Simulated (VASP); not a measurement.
# Ge (Fd-3m) in VASP: a series of runs

Ge is run at these levels: BLYP; tasks: single point.

Everything below comes from runs of VASP 6.6.1. Logs are shortened: lines on timing, memory, paths and dates and some standing lists are left out, and cuts for length are marked.

## Step 1: The cell of the first run

It takes space group Fd-3m (No. 227, cubic). The conventional cell has a = 5.542 Å, b = 5.542 Å, c = 5.542 Å, α = 90.00°, β = 90.00°, γ = 90.00°. Within 3.2 Å of Ge (site symmetry -43m) lie 4 Ge at 2.40 Å.

## Step 2: Single point, BLYP, collinear spin (21.28 Å³/atom)

Input file INCAR:

```
SYSTEM = Ge
AGGAC = 1.0 ; AGGAX = 1.0
ALDAC = 0.0 ; ALDAX = 1.0
ALGO = Normal ; EDIFF = 1E-7
ENCUT = 520 ; GGA = B5
ISIF = 2 ; ISMEAR = 1
ISPIN = 2 ; LASPH = .True.
LCHARG = .False. ; LORBIT = 11
LREAL = .False. ; LWAVE = .False.
MAGMOM = 0.5 -0.5 ; NBANDS = 25
NELM = 150 ; PREC = Accurate
SIGMA = 0.05
```

Input file KPOINTS:

```
k-points
0
Gamma
  8 8 8
  0 0 0
```

Input file POSCAR:

```
Ge
1.0
    0.0000000000      2.7711609388      2.7711609388
    2.7711609388      0.0000000000      2.7711609388
    2.7711609388      2.7711609388      0.0000000000
Ge
2
Direct
    0.7500000000      0.7500000000      0.7500000000
    0.5000000000      0.5000000000      0.5000000000
```

Potentials or basis: VASP PAW PBE potentials, release 64 (Ge_d).

Command:

```
$ cat potpaw_PBE.64/Ge_d/POTCAR > POTCAR
$ mpirun -np 1 vasp_std > vasp.out
```

OUTCAR:

```text
SYSTEM = Ge
   EDIFF = 1E-7
   ENCUT = 520
   GGA = B5
   ISIF = 2
   ISMEAR = 1
   ISPIN = 2
   LASPH = .True.
   LORBIT = 11
   LREAL = .False.
   NELM = 150
   PREC = Accurate

 ion  position               nearest neighbor table
   1  0.750  0.750  0.750-   2 2.40   2 2.40   2 2.40   2 2.40
   2  0.500  0.500  0.500-   1 2.40   1 2.40   1 2.40   1 2.40

  LATTYP: Found a face centered cubic cell.
 ALAT       =     5.5423218776

  Lattice vectors:

 A1 = (   0.0000000000,   2.7711609388,   2.7711609388)
 A2 = (   2.7711609388,   0.0000000000,   2.7711609388)
 A3 = (   2.7711609388,   2.7711609388,   0.0000000000)

Analysis of symmetry for initial positions (statically):
=====================================================================
 Subroutine PRICEL returns:
 Original cell was already a primitive cell.

 Routine SETGRP: Setting up the symmetry group for a
 face centered cubic supercell.

 Subroutine GETGRP returns: Found 48 space group operations
 (whereof 24 operations were pure point group operations)
 out of a pool of 48 trial point group operations.

The static configuration has the point symmetry T_d .
 The point group associated with its full space group is O_h .

Analysis of symmetry for dynamics (positions and initial velocities):
=====================================================================
 Subroutine PRICEL returns:
 Original cell was already a primitive cell.

 Routine SETGRP: Setting up the symmetry group for a
 face centered cubic supercell.

 Subroutine GETGRP returns: Found 48 space group operations
 (whereof 24 operations were pure point group operations)
 out of a pool of 48 trial point group operations.

The dynamic configuration has the point symmetry T_d .
 The point group associated with its full space group is O_h .

Analysis of structural, dynamic, and magnetic symmetry:
=====================================================================
 Subroutine PRICEL returns:
 Original cell was already a primitive cell.

 Routine SETGRP: Setting up the symmetry group for a
 face centered cubic supercell.

 Subroutine GETGRP returns: Found 48 space group operations
 (whereof 24 operations were pure point group operations)
 out of a pool of 48 trial point group operations.

The overall configuration has the point symmetry T_d .
 The point group associated with its full space group is O_h .

 Subroutine INISYM returns: Found 48 space group operations
 (whereof 24 operations are pure point group operations),
 and found     1 'primitive' translations

----------------------------------------------------------------------------------------

                                     Primitive cell

  volume of cell :      42.5613

  direct lattice vectors                    reciprocal lattice vectors
     0.000000000  2.771160939  2.771160939    -0.180429795  0.180429795  0.180429795
     2.771160939  0.000000000  2.771160939     0.180429795 -0.180429795  0.180429795
     2.771160939  2.771160939  0.000000000     0.180429795  0.180429795 -0.180429795

  length of vectors
     3.919013383  3.919013383  3.919013383     0.312513572  0.312513572  0.312513572

  position of ions in fractional coordinates (direct lattice)
     0.750000000  0.750000000  0.750000000
     0.500000000  0.500000000  0.500000000

  ion indices of the primitive-cell ions
   primitive index   ion index
                 1           1
                 2           2

----------------------------------------------------------------------------------------

 KPOINTS: k-points

Automatic generation of k-mesh.
 Grid dimensions read from file:
 generate k-points for:    8    8    8

 Generating k-lattice:

  Cartesian coordinates                     Fractional coordinates (reciprocal lattice)
    -0.022553724  0.022553724  0.022553724     0.125000000  0.000000000  0.000000000
     0.022553724 -0.022553724  0.022553724     0.000000000  0.125000000  0.000000000
     0.022553724  0.022553724 -0.022553724     0.000000000  0.000000000  0.125000000

  Length of vectors
     0.039064197  0.039064197  0.039064197

  Shift w.r.t. Gamma in fractional coordinates (k-lattice)
     0.000000000  0.000000000  0.000000000

 Subroutine IBZKPT returns following result:
 ===========================================

 Found     29 irreducible k-points:

 Following reciprocal coordinates:
            Coordinates               Weight
  0.000000  0.000000  0.000000      1.000000
  0.125000  0.000000  0.000000      8.000000
  0.250000  0.000000  0.000000      8.000000
  0.375000  0.000000  0.000000      8.000000
  0.500000  0.000000  0.000000      4.000000
  0.125000  0.125000  0.000000      6.000000
[... 16 lines left out ...]
  0.500000  0.250000  0.125000     48.000000
 -0.375000  0.250000  0.125000     24.000000
 [... further k-points ...]
   k-points           NKPTS =     29   k-points in BZ     NKDIM =     29   number of bands    NBANDS=     25
   number of dos      NEDOS =    301   number of ions     NIONS =      2
   total plane-waves  NPLWV =  27000
   dimension x,y,z NGX =    30 NGY =   30 NGZ =   30
   dimension x,y,z NGXF=    60 NGYF=   60 NGZF=   60
   ions per type =               2
   NGX,Y,Z   is equivalent  to a cutoff of  12.73, 12.73, 12.73 a.u.
   NGXF,Y,Z  is equivalent  to a cutoff of  25.45, 25.45, 25.45 a.u.
 SYSTEM =  Ge
   PREC   = accura    normal or accurate (medium, high low for compatibility)
   ISTART =      0    job   : 0-new  1-cont  2-samecut
   ICHARG =      2    charge: 1-file 2-atom 10-const
   ISPIN  =      2    spin polarized calculation?
   LNONCOLLINEAR =      F non collinear calculations
   LSORBIT =      F    spin-orbit coupling
   LASPH  =      T    aspherical Exc in radial PAW
   ENCUT  =  520.0 eV  38.22 Ry    6.18 a.u.   7.29  7.29  7.29*2*pi/ulx,y,z
   NELM   =    150;   NELMIN=  2; NELMDL= -5     # of ELM steps
   EDIFF  = 0.1E-06   stopping-criterion for ELM
   LREAL  =      F    real-space projection
   EDIFFG = 0.1E-05   stopping-criterion for IOM
   NSW    =      0    number of steps for IOM
   IBRION =     -1    ionic relax: 0-MD 1-quasi-New 2-CG
   NFREE  =      0    steps in history (QN), initial steepest desc. (CG)
   ISIF   =      2    stress and relaxation
   ISYM   =      2    0-nonsym 1-usesym 2-fastsym
   POTIM  = 0.5000    time-step for ionic-motion
   TEBEG  =    0.0;   TEEND  =   0.0 temperature during run
   PSTRESS=    0.0 pullay stress
   NELECT =      28.0000    total number of electrons
   NUPDOWN=      -1.0000    fix difference up-down
   EMIN   =  10.00;   EMAX   =-10.00  energy-range for DOS
   EFERMI =   0.00;   METHOD = LEGACY
   ISMEAR =     1;   SIGMA  =   0.05  broadening in eV -4-tet -1-fermi 0-gaus
   EFERMI_NEDOS =   21; number of points for ismear=-14 and -15
   IALGO  =     38    algorithm
   IMIX   =      4    mixing-type and parameters
     AMIX     =   0.40;   BMIX     =  1.00
     AMIX_MAG =   1.60;   BMIX_MAG =  1.00
  volume/ion in A,a.u.               =      21.28       143.61
  Fermi-wavevector in a.u.,A,eV,Ry     =   1.423822  2.690634 27.582678  2.027270
  Thomas-Fermi vector in A             =   2.544379
   LORBIT       =     11    0 simple, 1 ext, 2 COOP (PROOUT), +10 PAW based schemes
   GGA     = B5    functional components
   LHFCALC =     F    Hartree Fock is set to
   AEXX    =    0.0000 exact exchange contribution
   IVDW    =     0    specifies the selected vdW correction
   LEPSILON=     F    determine dielectric tensor
   LRPA    =     F    only Hartree local field effects (RPA)
 spin polarized calculation
 Methfessel and Paxton  Order N= 1 SIGMA  =   0.05
  energy-cutoff  :      520.00
  volume of cell :       42.56
 maximum number of plane-waves:      1162
 NGX is ok and might be reduce to    30
   NGX = 15   NGY = 15   NGZ = 15

 number of electron      27.9999991 magnetization      -0.0000000

 number of electron      27.9999991 magnetization       0.0000000

 Free energy of the ion-electron system (eV)
  ---------------------------------------------------
  ext. energy  EPLUGINS =         0.00000000
  ---------------------------------------------------
  free energy    TOTEN  =        -7.37946859 eV

  energy without entropy =       -7.37948558  energy(sigma->0) =       -7.37947425

 E-fermi :   6.0924     XC(G=0):  -9.6406

 val. band max:        6.0502965359   @ k =   0.0000   0.0000   0.0000
 cond. band min:       6.4122162958   @ k =   0.5000   0.0000   0.0000
 fundamental gap:      0.3619197599
 Fermi energy:         6.0923859420

 spin component 1

 k-point     1 :       0.0000    0.0000    0.0000
  band No.  band energies     occupation
      1     -18.8570      1.00000
      2     -18.8570      1.00000
      3     -18.8570      1.00000
      4     -18.8141      1.00000
      5     -18.8141      1.00000
      6     -18.5663      1.00000
[... 17 lines left out ...]
     24      17.2047      0.00000
     25      20.6153      0.00000
[... 621 lines left out ...]
      3     -18.8008      1.00000
      4     -18.7403      1.00000
      5     -18.7235      1.00000
      6     -18.6597      1.00000
[... 17 lines left out ...]
     24      23.2543      0.00000
     25      24.5373      0.00000

 [... further k-points ...]

 spin component 2

 k-point     1 :       0.0000    0.0000    0.0000
  band No.  band energies     occupation
      1     -18.8570      1.00000
      2     -18.8570      1.00000
      3     -18.8570      1.00000
      4     -18.8141      1.00000
      5     -18.8141      1.00000
      6     -18.5663      1.00000
[... 17 lines left out ...]
     24      17.2047      0.00000
     25      20.6153      0.00000
[... 621 lines left out ...]
      3     -18.8008      1.00000
      4     -18.7403      1.00000
      5     -18.7235      1.00000
      6     -18.6597      1.00000
[... 17 lines left out ...]
     24      23.2543      0.00000
     25      24.5373      0.00000

 [... further k-points ...]
[... 5 lines left out ...]
  --------------------------------------------------------------------------------------
  -------------------------------------------------------------------------------------
  Total        3.5047223      3.5047223      3.5047223     -0.0000000      0.0000000      0.0000000
  in kB      131.9316385    131.9316385    131.9316385     -0.0000000      0.0000000      0.0000000
  external PRESSURE =     131.9316385 kB  Pullay stress =       0.0000000 kB

 VOLUME and BASIS-vectors are now :
 -----------------------------------------------------------------------------
  energy-cutoff  :      520.00
  volume of cell :       42.56
      direct lattice vectors                 reciprocal lattice vectors
     0.000000000  2.771160939  2.771160939    -0.180429795  0.180429795  0.180429795
     2.771160939  0.000000000  2.771160939     0.180429795 -0.180429795  0.180429795
     2.771160939  2.771160939  0.000000000     0.180429795  0.180429795 -0.180429795

 POSITION                                       TOTAL-FORCE (eV/Angst)
 -----------------------------------------------------------------------------------
      4.15674      4.15674      4.15674        -0.000000     -0.000000     -0.000000
      2.77116      2.77116      2.77116         0.000000      0.000000      0.000000
 -----------------------------------------------------------------------------------
    total drift:                                0.000000     -0.000000      0.000000

  FREE ENERGIE OF THE ION-ELECTRON SYSTEM (eV)
  ---------------------------------------------------
  free  energy   TOTEN  =        -7.3794685918 eV

  energy  without entropy=       -7.3794855779  energy(sigma->0) =       -7.37947425

 total charge

# of ion       s       p       d       tot
------------------------------------------
    1        1.128   1.343  10.036  12.507
    2        1.128   1.343  10.036  12.507
--------------------------------------------------
tot          2.257   2.685  20.071  25.013

 magnetization (x)

# of ion       s       p       d       tot
------------------------------------------
    1        0.000   0.000   0.000   0.000
    2       -0.000  -0.000  -0.000  -0.000
--------------------------------------------------
tot          0.000   0.000   0.000   0.000
```

Wall time 1.9 min (1 thread of AMD EPYC 7R13, shared host); peak memory 0.17 GiB.

What came out:

```
Free energy                                           : -7.3795 eV
Pressure                                              : 13.2 GPa
Band gap on the k mesh                                : 0.36 eV (least direct gap 0.40 eV)
Net moment                                            : 0.00 μB per cell
Valence electrons inside the program's atomic spheres : Ge 12.51
```

Levels at points of the mesh, in eV from the valence-band top:
Spin up:
| k point | band 11 | band 12 | band 13 | band 14 | band 15 | band 16 | band 17 | band 18 |
| --- | --- | --- | --- | --- | --- | --- | --- | --- |
| (0.00, 0.00, 0.00) | -13.26 | 0.00 | 0.00 | 0.00 | 0.40 | 2.60 | 2.60 | 2.60 |
| (0.50, 0.00, 0.00) | -11.05 | -7.88 | -1.50 | -1.50 | 0.36 | 3.86 | 3.86 | 7.43 |
| (0.50, 0.50, 0.00) | -9.17 | -9.17 | -3.26 | -3.26 | 0.82 | 0.82 | 9.94 | 9.94 |
Spin down:
```tsv
k point	band 10	band 11	band 12	band 13	band 14	band 15	band 16	band 17	band 18	band 19
(0.00, 0.00, 0.00)	-24.60	-13.26	0.00	0.00	0.00	0.40	2.60	2.60	2.60	6.88
(0.50, 0.00, 0.00)	-24.57	-11.05	-7.88	-1.50	-1.50	0.36	3.86	3.86	7.43	11.15
(0.50, 0.50, 0.00)	-24.55	-9.17	-9.17	-3.26	-3.26	0.82	0.82	9.94	9.94	12.27
```

Caveat: the cell stands under pressure; semilocal functionals underestimate gaps, and a narrow one can read as zero; the PAW data sets were made with another functional, which shifts forces and pressure a little. A k mesh can miss the band edges.

## Step 3: Single point, BLYP, collinear spin (21.73 Å³/atom)

This run uses another cell than the first one, of 21.73 Å³/atom.

Input file INCAR:

```
SYSTEM = Ge
PREC     = Accurate       ! precision mode
ENCUT    = 520            ! plane-wave cutoff, eV
EDIFF    = 1E-6           ! SCF threshold, eV
ISMEAR   = 1              ! smearing method
SIGMA    = 0.05           ! smearing width, eV
LREAL    = .FALSE.        ! projectors in reciprocal space
LASPH    = .TRUE.         ! aspherical terms in the spheres
NELM     = 150            ! most SCF steps
ALGO     = Normal         ! electronic algorithm
ISIF     = 2              ! what is computed and relaxed
LWAVE    = .FALSE.        ! write WAVECAR
LCHARG   = .FALSE.        ! write CHGCAR
ISPIN    = 2              ! spin polarisation
MAGMOM   = 0.5 -0.5       ! initial moments
LORBIT   = 11             ! projections on sites
GGA      = B5             ! functional
ALDAX    = 1.0          
AGGAX    = 1.0          
AGGAC    = 1.0          
ALDAC    = 0.0          
NBANDS   = 25             ! bands
```

Input file KPOINTS:

```
Automatic mesh
0
G
  8 8 8
  0 0 0
```

Input file POSCAR:

```
Ge
1.0
    0.0000000000      2.7906767997      2.7906767997
    2.7906767997      0.0000000000      2.7906767997
    2.7906767997      2.7906767997      0.0000000000
Ge
2
Direct
    0.7500000000      0.7500000000      0.7500000000
    0.5000000000      0.5000000000      0.5000000000
```

Potentials or basis: VASP PAW PBE potentials, release 64 (Ge_d).

Command:

```
$ cat potpaw_PBE.64/Ge_d/POTCAR > POTCAR
$ mpirun -np 1 vasp_std > vasp.out
```

Wall time 1.7 min (1 thread of AMD EPYC 7R13, shared host); peak memory 0.17 GiB.

The run converged. Its results:

| Item | Value |
| --- | --- |
| Free energy | -7.4482 eV |
| Pressure | 11.1 GPa |
| Band gap on the k mesh | 0.20 eV |
| Net moment | 0.00 μB per cell |
| Valence electrons inside the program's atomic spheres | Ge 12.48 |

Levels at points of the mesh, in eV from the valence-band top:
Spin up:
| k point | band 12 | band 13 | band 14 | band 15 | band 16 | band 17 |
| --- | --- | --- | --- | --- | --- | --- |
| (0.00, 0.00, 0.00) | 0.00 | 0.00 | 0.00 | 0.20 | 2.59 | 2.59 |
| (0.50, 0.00, 0.00) | -7.78 | -1.46 | -1.46 | 0.29 | 3.85 | 3.85 |
| (0.50, 0.50, 0.00) | -9.09 | -3.18 | -3.18 | 0.84 | 0.84 | 9.76 |
Spin down:
```csv
k point,band 12,band 13,band 14,band 15,band 16,band 17
"(0.00, 0.00, 0.00)",0.00,0.00,0.00,0.20,2.59,2.59
"(0.50, 0.00, 0.00)",-7.78,-1.46,-1.46,0.29,3.85,3.85
"(0.50, 0.50, 0.00)",-9.09,-3.18,-3.18,0.84,0.84,9.76
```

Caveat: the cell stands under pressure; semilocal functionals underestimate gaps, and a narrow one can read as zero; the PAW data sets were made with another functional, which shifts forces and pressure a little.
